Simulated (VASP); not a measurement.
# Hg: single point with PBEsol

Hg:

```
Hg
1.0
     2.84791    0.00000    0.00000
    -1.42396    2.46636    0.00000
     0.00000    0.00000    9.75263
Hg
4
Direct
  0.00000 0.00000 0.00000
  0.33333 0.66667 0.25000
  0.00000 0.00000 0.50000
  0.66667 0.33333 0.75000
```

This cell differs from its parent crystal: Cd replaced by Hg, lengths x 0.950, strained.

- Program: VASP 6.6.1
- Task: single point
- Functional: PBEsol
- Potentials or basis: VASP PAW PBE potentials, release 64 (Hg)
- Cutoff: 520 eV
- k mesh: 18 × 18 × 6
- Occupations: gaussian, width 0.1 eV
- Spin: no spin polarisation

The pressure is 37.9 GPa. The band gap on the k mesh is zero (bands 24 and 25 overlap by 2.55 eV).

Stress tensor (GPa, compression positive):
```
38.41  0.00  0.00
 0.00 38.41  0.00
 0.00  0.00 36.77
```

Levels at points of the mesh, in eV from the Fermi level:
| k point | band 21 | band 22 | band 23 | band 24 | band 25 | band 26 | band 27 | band 28 |
| --- | --- | --- | --- | --- | --- | --- | --- | --- |
| (0.00, 0.00, 0.00) | -7.22 | -6.78 | -6.78 | -4.13 | -1.82 | 6.71 | 6.73 | 13.19 |
| (0.50, 0.00, 0.00) | -3.55 | -2.68 | -2.67 | -2.24 | -0.31 | -0.10 | 2.62 | 3.28 |
| (0.00, 0.00, 0.50) | -6.95 | -6.95 | -6.74 | -6.74 | 1.71 | 1.71 | 11.52 | 11.52 |
| (0.50, 0.00, 0.50) | -3.20 | -3.20 | -2.35 | -2.35 | 0.46 | 0.46 | 1.70 | 1.70 |

Run time: 3.7 min on 1 thread of Intel(R) Xeon(R) Platinum 8259CL CPU @ 2.50GHz (Skylake/Cascade Lake) (shared host), peak memory 0.37 GiB.

Caveat: the cell differs from its parent crystal (Cd replaced by Hg, lengths x 0.950, strained); the cell stands under pressure; the PAW data sets were made with another functional, which shifts forces and pressure a little; spin-orbit coupling is left out, which moves the levels of the heavy elements.
